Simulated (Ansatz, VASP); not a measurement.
## One calculation of InSb, two programs

```
CELL_PARAMETERS angstrom
-2.95816 2.95816 1.48835
2.95816 -2.95816 1.48835
2.95816 2.95816 -1.48835
ATOMIC_POSITIONS crystal
In 0.25000 0.75000 0.50000
Sb 0.00000 0.00000 0.00000
```

Alike in both runs: task single point; functional PBE; k mesh 16 × 16 × 16; occupations gaussian, width 0.15 eV; no spin polarisation.

|  | VASP | Ansatz |
| --- | --- | --- |
| version | VASP 6.6.1 | Ansatz 0.2.0 |
| potentials or method | VASP PAW PBE potentials, release 64 (In_d, Sb), cutoff 520 eV | scalar-relativistic, plane waves, PAW |
| valence electrons in the cell | 18 | 28 |

|  | VASP | Ansatz | Ansatz less VASP |
| --- | --- | --- | --- |
| gap on the k mesh at the Fermi level (eV) | none | none | - |
| pressure (GPa) | 5.2 | 5.2 | +0.02 |
| traceless stress, the component that is largest in VASP (GPa) | 5.06 | 5.04 | -0.019 |

A gap of «none» marks a metal or a gap that the smearing closes. VASP's potentials hold 18 valence electrons a cell and Ansatz's 28, so a difference there can come from the potentials and not from the codes.

Spin-orbit coupling is off throughout.
